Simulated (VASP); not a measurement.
# GaSi62 (a cell with a defect) in VASP: further runs, part 2 of 2

VASP 6.6.1. Earlier steps stand in the parts before.

## (3) Single point, PBE+D3(BJ), collinear spin, zero start

File INCAR:

```
SYSTEM = GaSi62
  PREC = Accurate
  ENCUT = 520
  EDIFF = 1E-6
  ISMEAR = 0
  SIGMA = 0.02
  LREAL = Auto
  LASPH = .True.
  NELM = 150
  ALGO = Normal
  ISIF = 2
  LWAVE = .False.
  LCHARG = .False.
  ISPIN = 2
  MAGMOM = 0 0 0 0 0 0 0 0 0 0 0 0 0 0 0 0 0 0 0 0 0 0 0 0 0 0 0 0 0 0 0 0 0 0 0 0 0 0 0 0 0 0 0 0 0 0 0 0 0 0 0 0 0 0 0 0 0 0 0 0 0 0 0
  LORBIT = 11
  GGA = PE
  IVDW = 12
  NBANDS = 172
  NELECT = 259.0
```

File KPOINTS:

```
Automatic mesh
0
Gamma
  1 1 1
  0 0 0
```

File POSCAR:

```
GaSi62
1.0
   10.8600000000      0.0000000000      0.0000000000
    0.0000000000     10.8600000000      0.0000000000
    0.0000000000      0.0000000000     10.8600000000
Si Ga
62 1
Direct
    0.5004280847      0.0007968692     -0.0006969613
    0.6241945672      0.1258595764      0.1248033149
    0.7495121547      0.2494023020     -0.0007237569
    0.8768354512      0.3750822284      0.1247126151
    0.7505746777     -0.0004964088      0.2500062615
    0.8761149171      0.1257220994      0.3732756906
   -0.0038705341      0.0009343462     -0.0042444751
    0.1238865562      0.1251730203      0.1242944751
    0.2493150092      0.2503918969      0.0018876611
    0.3754288214      0.3744765193      0.1266195212
    0.4996976059      0.5004487109      0.0018740331
    0.6248722836      0.6262029466      0.1239504604
    0.7487911602      0.7543789134     -0.0046403315
    0.8737815838      0.8761410681      0.1229978821
    0.2509125230      0.0005462247      0.2509116943
    0.3796986188      0.1228526703      0.3792947514
    0.5011058011      0.2489501842      0.2524364641
    0.6270988029      0.3705397790      0.3791786372
    0.7494817680      0.4992871087      0.2507678637
    0.8767215470      0.6255893186      0.3748805709
    0.5046461326     -0.0064368324      0.5044950276
    0.7556374770      0.2450555249      0.5047328729
    0.8760434622      0.3767503683      0.6239588398
    0.8694383978      0.1244441068      0.8689089319
   -0.0005895028      0.5010542357     -0.0005040516
    0.1247287293      0.6252866483      0.1247045120
    0.2491951197      0.7504892265     -0.0004101289
    0.3750406077      0.8732582873      0.1247157459
    0.0018144567      0.2502395948      0.2501441068
    0.1270138122      0.3743448435      0.3757956722
    0.2503096685      0.4997214549      0.2502950276
    0.3756177716      0.6231527624      0.3756597606
    0.4999144567      0.7481735727      0.2499711786
    0.6245175875      0.8736115101      0.3731401473
   -0.0007181400      0.0009940147      0.5006991713
    0.1252714549      0.1259990792      0.6240048803
    0.2533013812      0.2488587477      0.5011508287
    0.3799601289      0.3703090239      0.6273232965
    0.5012354512      0.4970848066      0.5010489871
    0.6241042357      0.6249647330      0.6240702578
    0.7493688766      0.7508226519      0.5008372928
    0.8700057090      0.8803317680      0.6257759669
    0.2503999079     -0.0003966851      0.7503488029
    0.3727200737      0.1258286372      0.8768476980
    0.5047179558      0.2454737569      0.7572592081
    0.6245105893      0.3772500921      0.8768511050
    0.7505589319      0.4998244936      0.7503871087
    0.8738970534      0.6266234807      0.8738772560
   -0.0006808471      0.7506263352      0.2487099448
    0.1242666667      0.8734015654      0.3747823204
    0.0017123389      0.5000867403      0.4996528545
    0.1242658379      0.6254883978      0.6247268877
    0.2494877532      0.7480830571      0.4994915285
    0.3728198895      0.8734884899      0.6238883978
   -0.0007232044      0.2495283610      0.7487399632
    0.1242706262      0.3751465930      0.8765012891
    0.2511391344      0.4988463168      0.7494385820
    0.3749384899      0.6255369245      0.8765515654
    0.5003129834      0.7507149171      0.7487984346
    0.6253413444      0.8813302947      0.8683694291
   -0.0034035912      0.7536740331      0.7493043278
    0.1238053407      0.8761085635      0.8739585635
    0.6427832413      0.1063785451      0.6444224678
```

Potentials or basis: VASP PAW PBE potentials, release 64 (Si, Ga_d).

Launch:

```
$ cat potpaw_PBE.64/Si/POTCAR potpaw_PBE.64/Ga_d/POTCAR > POTCAR
$ mpirun -np 1 vasp_gam > vasp.out
```

Wall time 9.1 min (1 thread of Intel Xeon 6975P-C (Granite Rapids), shared host); peak memory 1.4 GiB.

Results (log left out):

```yaml
Free_energy: -361.7341 eV
Largest_force: 0.150 eV/Å
Net_moment: 0.99 μB per cell
Valence_electrons_inside_the_program's_atomic_spheres: Si 1.68, 1.69, 1.70, 1.67, 1.62 (each value once); Ga 11.58
Dispersion_energy_per_atom: -0.315 eV
```

Forces on the atoms (eV/Å):
```
Si   0.013  0.000 -0.006
Si  -0.004  0.005  0.000
Si  -0.001 -0.009 -0.002
Si   0.001 -0.006 -0.001
Si   0.003 -0.003  0.007
Si   0.012  0.001 -0.008
Si   0.002 -0.007  0.010
Si   0.004  0.002 -0.002
Si   0.000 -0.005  0.003
Si   0.003 -0.001  0.002
Si   0.006  0.001  0.001
Si  -0.001 -0.004  0.003
Si   0.007 -0.008  0.012
Si   0.003 -0.003  0.005
Si  -0.003 -0.004 -0.001
Si  -0.008  0.006 -0.008
Si   0.003 -0.004  0.007
Si  -0.008  0.006 -0.004
Si   0.005 -0.001  0.001
Si   0.000 -0.002  0.005
Si  -0.025 -0.016 -0.017
Si   0.025  0.027 -0.022
Si   0.011  0.008  0.000
Si   0.005 -0.010  0.014
Si   0.003 -0.005  0.002
Si   0.004 -0.003  0.004
Si   0.001 -0.001  0.001
Si   0.005 -0.003  0.000
Si  -0.004 -0.005 -0.001
Si   0.001 -0.003  0.000
Si   0.002 -0.004  0.006
Si   0.003 -0.001 -0.001
Si   0.002  0.003  0.000
Si  -0.001 -0.009 -0.005
Si   0.003 -0.004  0.000
Si  -0.003  0.002 -0.002
Si  -0.002 -0.003  0.002
Si  -0.011  0.009 -0.001
Si   0.002 -0.002  0.004
Si  -0.001  0.001 -0.004
Si   0.003 -0.004 -0.001
Si   0.002 -0.005  0.008
Si   0.001 -0.007  0.007
Si   0.007 -0.002 -0.003
Si  -0.042  0.036  0.013
Si   0.002 -0.005  0.000
Si   0.003 -0.005  0.006
Si   0.002 -0.003  0.002
Si   0.002 -0.002  0.008
Si   0.003 -0.003  0.006
Si   0.000  0.000  0.004
Si   0.000  0.002  0.001
Si   0.000  0.000  0.005
Si   0.002 -0.002  0.002
Si  -0.002 -0.007  0.005
Si   0.003 -0.007  0.005
Si  -0.006  0.006  0.000
Si   0.007 -0.001  0.006
Si   0.011  0.004  0.003
Si   0.013 -0.014  0.017
Si   0.000 -0.003  0.005
Si   0.003 -0.001  0.000
Ga  -0.072  0.079 -0.105
```

Levels at points of the mesh, in eV from the Fermi level:
Spin up:
| k point | band 126 | band 127 | band 128 | band 129 | band 130 | band 131 | band 132 | band 133 | band 134 | band 135 |
| --- | --- | --- | --- | --- | --- | --- | --- | --- | --- | --- |
| (0.00, 0.00, 0.00) | -0.64 | -0.64 | -0.15 | -0.15 | -0.04 | 0.76 | 0.76 | 0.95 | 0.96 | 0.96 |
Spin down:
```
           k point  band 127  band 128  band 129  band 130  band 131  band 132
(0.00, 0.00, 0.00)     -0.62     -0.14     -0.14      0.04      0.77      0.77
```

Caveat: the k points lie up to 0.58 Å⁻¹ apart; the cell carries a net charge on a neutralising background, which shifts energy and pressure; the cell is charged against a uniform background, so pressure and absolute levels hang on convention; no moment was typed at the start, so none could form.
